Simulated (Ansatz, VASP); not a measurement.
# One calculation of BN, two programs

```xyz
4
Lattice="2.4884 0.0000 0.0000 -1.2442 2.1550 0.0000 0.0000 0.0000 7.2098" Properties=species:S:1:pos:R:3 pbc="T T T"
B     0.0000    1.4367    1.8024
B     1.2442    0.7183    5.4073
N     0.0000    1.4367    5.4073
N     1.2442    0.7183    1.8024
```

Change from the starting cell: normal strain along x +0.0000, normal strain along z +0.1100.

Alike in both runs: functional LDA; k mesh 12 × 12 × 4; occupations gaussian, width 0.05 eV; no spin polarisation.

Ansatz relaxed the structure, and its values are those at the end. VASP's run is a single point on that final structure, the one shown.

|  | VASP | Ansatz |
| --- | --- | --- |
| version | VASP 6.6.1 | Ansatz 0.2.0 |
| potentials or method | VASP PAW LDA potentials, release 64 (B, N), cutoff 520 eV | scalar-relativistic, plane waves, PAW |
| valence electrons in the cell | 16 | 16 |

|  | VASP | Ansatz | Ansatz less VASP |
| --- | --- | --- | --- |
| gap on the k mesh at the Fermi level (eV) | 4.23 | 4.25 | +0.012 |
| least direct gap on the mesh (eV) | 4.57 | 4.57 | +0.006 |
| pressure (GPa) | 0.0 | -0.6 | -0.55 |

Ansatz warns that its potentials were made for another functional, while VASP's fit it. LDA's correlation is that of Perdew and Zunger in VASP and of Perdew and Wang (1992) in Ansatz. Ansatz's warnings: stress scf threshold loose.
